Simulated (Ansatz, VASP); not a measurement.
# HfBe2Si2 in VASP and in Ansatz

```xyz
5
Lattice="3.9131 0.0000 0.0000 -1.9566 3.3889 0.0000 0.0000 0.0000 7.0712" Properties=species:S:1:pos:R:3 pbc="T T T"
Hf    0.0000    0.0000    0.0000
Be    0.0000    0.0000    2.5274
Be    0.0000    0.0000    4.5438
Si    0.0000    2.2593    3.5356
Si    1.9566    1.1296    3.5356
```

Alike in both runs: functional PBE; k mesh 12 × 12 × 6; occupations gaussian, width 0.1 eV; no spin polarisation.

Ansatz relaxed the structure, and its values are those at the end. VASP's run is a single point on that final structure, the one shown.

|  | VASP | Ansatz |
| --- | --- | --- |
| version | VASP 6.6.1 | Ansatz 0.2.0 |
| potentials or method | VASP PAW PBE potentials, release 64 (Hf_pv, Be, Si), cutoff 520 eV | scalar-relativistic, plane waves, PAW |
| valence electrons in the cell | 22 | 38 |

```tsv
	VASP	Ansatz	Ansatz less VASP
gap on the k mesh at the Fermi level (eV)	none	none	-
pressure (GPa)	-0.1	0.0	+0.09
rms of the force components (eV/Å)	0.006	0.000	-0.0060
```

A gap of «none» marks a metal or a gap that the smearing closes. With one functional, cell and mesh, what is left measures potentials, basis and numerics. VASP's potentials hold 22 valence electrons a cell and Ansatz's 38, so a difference there can come from the potentials and not from the codes.

Neither program's run includes spin-orbit coupling.
